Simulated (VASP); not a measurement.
# TiAl in VASP: a series of runs, part 2 of 2

VASP 6.6.1. The steps go on from the part before.

## Step 3: Single point, PBE (one atom moved)

The input, INCAR:

```
  ALGO = Fast
  EDIFF = 1E-6
  ENCUT = 520
  GGA = PE
  ISIF = 2
  ISMEAR = 0
  LASPH = True
  LCHARG = False
  LREAL = False
  LWAVE = False
  NBANDS = 14
  NELM = 80
  PREC = Accurate
  SIGMA = 0.1
```

The input, KPOINTS:

```
k-points
0
Gamma
  12 12 12
```

The input, POSCAR:

```
TiAl
1.0
    3.1790640000      0.0000000000      0.0000000000
    0.0000000000      3.1790640000      0.0000000000
    0.0000000000      0.0000000000      3.1790640000
Ti Al
1 1
Direct
    0.0000000000      0.0000000000      0.0000000000
    0.5000000000      0.5000000000      0.5141551098
```

Potentials or basis: VASP PAW PBE potentials, release 64 (Ti_sv, Al).

Command:

```
$ cat potpaw_PBE.64/Ti_sv/POTCAR potpaw_PBE.64/Al/POTCAR > POTCAR
$ mpirun -np 1 vasp_std > vasp.out
```

OUTCAR:

```text
EDIFF = 1E-6
   ENCUT = 520
   GGA = PE
   ISIF = 2
   ISMEAR = 0
   LASPH = True
   LREAL = False
   NELM = 80
   PREC = Accurate

 ion  position               nearest neighbor table
   1  0.000  0.000  0.000-   2 2.73   2 2.73   2 2.73   2 2.73   2 2.78   2 2.78   2 2.78   2 2.78

   2  0.500  0.500  0.514-   1 2.73   1 2.73   1 2.73   1 2.73   1 2.78   1 2.78   1 2.78   1 2.78

  LATTYP: Found a simple cubic cell.
 ALAT       =     3.1790640000

  Lattice vectors:

 A1 = (   3.1790640000,   0.0000000000,   0.0000000000)
 A2 = (   0.0000000000,   3.1790640000,   0.0000000000)
 A3 = (   0.0000000000,   0.0000000000,   3.1790640000)

Analysis of symmetry for initial positions (statically):
=====================================================================
 Subroutine PRICEL returns:
 Original cell was already a primitive cell.

 Routine SETGRP: Setting up the symmetry group for a
 simple cubic supercell.

 Subroutine GETGRP returns: Found  8 space group operations
 (whereof  8 operations were pure point group operations)
 out of a pool of 48 trial point group operations.

The static configuration has the point symmetry C_4v.

[... 176 lines left out ...]
      6       7.3327      2.00000
      7       7.3329      2.00000
      8      10.5762      0.00000
      9      10.5771      0.00000
     10      10.5771      0.00000
     11      13.1903      0.00000
     12      13.1905      0.00000
     13      13.1943      0.00000
     14      17.5680      0.00000
[... 377 lines left out ...]
      1     -48.1134      2.00000
      2     -24.4532      2.00000
      3     -24.3264      2.00000
      4     -24.3143      2.00000
      5       1.2797      2.00000
      6       5.5137      2.00000
      7       7.9394      2.00000
      8       9.0856      0.00002
      9       9.2486      0.00000
     10      10.6084      0.00000
     11      11.5599      0.00000
     12      14.9940      0.00000
     13      16.0925      0.00000
     14      16.4665      0.00000

 [... further k-points ...]

------------------------ aborting loop because EDIFF is reached ----------------------------------------

  FORCE on cell =-STRESS in cart. coord.  units (eV):
  Direction    XX          YY          ZZ          XY          YZ          ZX
  --------------------------------------------------------------------------------------
  -------------------------------------------------------------------------------------
  Total        0.1747942      0.1747942      0.1551615      0.0000000     -0.0000000      0.0000000
  in kB        8.7164523      8.7164523      7.7374299      0.0000000     -0.0000000      0.0000000
  external PRESSURE =       8.3901115 kB  Pullay stress =       0.0000000 kB

 VOLUME and BASIS-vectors are now :
 -----------------------------------------------------------------------------
  energy-cutoff  :      520.00
  volume of cell :       32.13
      direct lattice vectors                 reciprocal lattice vectors
     3.179064000  0.000000000  0.000000000     0.314557996  0.000000000  0.000000000
     0.000000000  3.179064000  0.000000000     0.000000000  0.314557996  0.000000000
     0.000000000  0.000000000  3.179064000     0.000000000  0.000000000  0.314557996

 POSITION                                       TOTAL-FORCE (eV/Angst)
 -----------------------------------------------------------------------------------
      0.00000      0.00000      0.00000         0.000000     -0.000000      0.284476
      1.58953      1.58953      1.63453         0.000000      0.000000     -0.284476
 -----------------------------------------------------------------------------------
    total drift:                                0.000000      0.000000     -0.000212

  FREE ENERGIE OF THE ION-ELECTRON SYSTEM (eV)
  ---------------------------------------------------
  free  energy   TOTEN  =       -12.1066784802 eV

  energy  without entropy=      -12.0936094082  energy(sigma->0) =      -12.10014394
```

OSZICAR:

```text
N       E                     dE             d eps       ncg     rms          rms(c)
DAV:   1     0.100627926413E+03    0.10063E+03   -0.71275E+03  5508   0.108E+03
DAV:   2    -0.812297199249E+01   -0.10875E+03   -0.10486E+03  5686   0.302E+02
DAV:   3    -0.135890433614E+02   -0.54661E+01   -0.53154E+01  8360   0.648E+01
[... 15 lines left out ...]
RMM:  19    -0.121066740235E+02   -0.52326E-05   -0.74152E-05  7966   0.765E-02    0.238E-02
RMM:  20    -0.121066763928E+02   -0.23693E-05   -0.40152E-05  6613   0.295E-02    0.215E-02
RMM:  21    -0.121066765784E+02   -0.18565E-06   -0.19562E-05  6486   0.186E-02    0.121E-02
RMM:  22    -0.121066777661E+02   -0.11877E-05   -0.19057E-05  5612   0.151E-02    0.659E-03
RMM:  23    -0.121066784802E+02   -0.71408E-06   -0.99387E-06  4894   0.127E-02
   1 F= -.12106678E+02 E0= -.12100144E+02  d E =-.130691E-01
```

stdout:

```text
POSCAR found type information on POSCAR TiAl
 POSCAR found :  2 types and       2 ions
 scaLAPACK will be used
 LDA part: xc-table for (Slater+PW92), standard interpolation
 POSCAR, INCAR and KPOINTS ok, starting setup
 FFT: planning ... GRIDC
 FFT: planning ... GRID_SOFT
 FFT: planning ... GRID
 WAVECAR not read
 entering main loop
WARNING in EDDRMM: call to ZHEGV failed, returncode =   6  3     12
```

Wall time 36 s (1 thread of Intel Xeon 6975P-C (Granite Rapids), shared host); peak memory 0.2 GiB.

Results:

* Free energy: -12.1067 eV
* Pressure: 0.8 GPa
* Largest force: 0.284 eV/Å
* Band gap on the k mesh: zero (an odd number of electrons rules out a gap without spin polarisation)

Forces in eV/Å, atoms in the order of the input:
```
Ti   0.000  0.000  0.284
Al   0.000  0.000 -0.284
```

Levels at points of the mesh, in eV from the Fermi level:
```tsv
k point	band 6	band 7	band 8	band 9	band 10	band 11
(0.00, 0.00, 0.00)	-1.45	-1.45	1.80	1.80	1.80	4.41
(0.50, 0.00, 0.00)	-5.20	-0.56	0.14	0.15	2.00	2.97
(0.00, 0.00, 0.50)	-5.20	-0.56	0.15	0.15	2.00	2.98
(0.50, 0.50, 0.00)	-2.11	-2.11	-1.47	0.71	0.71	2.72
(0.00, 0.50, 0.50)	-2.12	-2.11	-1.47	0.70	0.71	2.72
(0.50, 0.50, 0.50)	-3.10	-3.10	0.62	2.78	2.78	2.91
```

Caveat: the cell differs from its parent crystal (one atom moved).

## Step 4: Single point, PBE (strained)

The input, INCAR:

```
ALGO     = Normal         # electronic algorithm
EDIFF    = 1E-6           # SCF threshold, eV
ENCUT    = 520            # plane-wave cutoff, eV
GGA      = PE             # functional
ISIF     = 2              # what is computed and relaxed
ISMEAR   = 0              # smearing method
LASPH    = True           # aspherical terms in the spheres
LCHARG   = False          # write CHGCAR
LREAL    = False          # projectors in reciprocal space
LWAVE    = False          # write WAVECAR
NBANDS   = 14             # bands
NELM     = 100            # most SCF steps
PREC     = Accurate       # precision mode
SIGMA    = 0.1            # smearing width, eV
```

KPOINTS is that of step 3.

The input, POSCAR:

```
TiAl
1.0
    3.2450931593      0.0000000000      0.0000000000
    0.0000000000      3.2927791193      0.0000000000
    0.0000000000      0.0000000000      3.2450931593
Ti Al
1 1
Direct
    0.0000000000      0.0000000000      0.0000000000
    0.5000000000      0.5000000000      0.5000000000
```

Potentials or basis: VASP PAW PBE potentials, release 64 (Ti_sv, Al).

Command:

```
$ cat potpaw_PBE.64/Ti_sv/POTCAR potpaw_PBE.64/Al/POTCAR > POTCAR
$ mpirun -np 1 vasp_std > vasp.out
```

OUTCAR:

```text
EDIFF = 1E-6
   ENCUT = 520
   GGA = PE
   ISIF = 2
   ISMEAR = 0
   LASPH = True
   LREAL = False
   NELM = 100
   PREC = Accurate

 ion  position               nearest neighbor table
   1  0.000  0.000  0.000-   2 2.82   2 2.82   2 2.82   2 2.82   2 2.82   2 2.82   2 2.82   2 2.82

   2  0.500  0.500  0.500-   1 2.82   1 2.82   1 2.82   1 2.82   1 2.82   1 2.82   1 2.82   1 2.82

  LATTYP: Found a simple tetragonal cell.
 ALAT       =     3.2450931593
 C/A-ratio  =     1.0146947892

[... 598 lines left out ...]

  FORCE on cell =-STRESS in cart. coord.  units (eV):
  Direction    XX          YY          ZZ          XY          YZ          ZX
  --------------------------------------------------------------------------------------
  -------------------------------------------------------------------------------------
  Total       -1.5228494     -1.3280543     -1.5228494      0.0000000      0.0000000      0.0000000
  in kB      -70.3640146    -61.3634100    -70.3640146      0.0000000      0.0000000      0.0000000
  external PRESSURE =     -67.3638131 kB  Pullay stress =       0.0000000 kB

 VOLUME and BASIS-vectors are now :
 -----------------------------------------------------------------------------
  energy-cutoff  :      520.00
  volume of cell :       34.68
      direct lattice vectors                 reciprocal lattice vectors
     3.245093159  0.000000000  0.000000000     0.308157563  0.000000000  0.000000000
     0.000000000  3.292779119  0.000000000     0.000000000  0.303694832  0.000000000
     0.000000000  0.000000000  3.245093159     0.000000000  0.000000000  0.308157563

 POSITION                                       TOTAL-FORCE (eV/Angst)
 -----------------------------------------------------------------------------------
      0.00000      0.00000      0.00000         0.000000      0.000000      0.000000
      1.62255      1.64639      1.62255         0.000000      0.000000      0.000000
 -----------------------------------------------------------------------------------
    total drift:                                0.000000      0.000000      0.000000

  FREE ENERGIE OF THE ION-ELECTRON SYSTEM (eV)
  ---------------------------------------------------
  free  energy   TOTEN  =       -12.0633590554 eV

  energy  without entropy=      -12.0490178124  energy(sigma->0) =      -12.05618843
```

stdout:

```text
POSCAR found type information on POSCAR TiAl
 POSCAR found :  2 types and       2 ions
 scaLAPACK will be used
 LDA part: xc-table for (Slater+PW92), standard interpolation
 POSCAR, INCAR and KPOINTS ok, starting setup
 FFT: planning ... GRIDC
 FFT: planning ... GRID_SOFT
 FFT: planning ... GRID
 WAVECAR not read
 entering main loop
```

Run time: 18 s. Hardware: 1 thread of Intel Xeon 6975P-C (Granite Rapids), shared host; peak memory 0.21 GiB.

Results:

```yaml
Free_energy: -12.0634 eV
Pressure: -6.7 GPa
Band_gap_on_the_k_mesh: zero (an odd number of electrons rules out a gap without spin polarisation)
```

Stress tensor (GPa, compression positive):
```
-7.04  0.00  0.00
 0.00 -6.14  0.00
 0.00  0.00 -7.04
```

Caveat: the cell differs from its parent crystal (strained); the cell stands under tension.

## Step 5: The runs side by side

| cell | k mesh | gap on the mesh (eV) | pressure (GPa) |
| --- | --- | --- | --- |
| a = 3.272 Å, 2 atoms, strained | 14 × 14 × 14 | none | -7.5 |
| a = 3.179 Å, 2 atoms, one atom moved | 12 × 12 × 12 | none | 0.8 |
| a = 3.245, b = 3.293 Å, 2 atoms, strained | 12 × 12 × 12 | none | -6.7 |

Alike in all rows: task single point; level PBE; potentials or basis VASP PAW PBE potentials, release 64 (Ti_sv, Al); no spin polarisation; cutoff (eV) 520; smearing gaussian 0.1 eV.

Caveats: the cell stands under tension (at least some runs).

Total energies depend on the potentials used, so only differences within one code and one set of settings carry meaning.
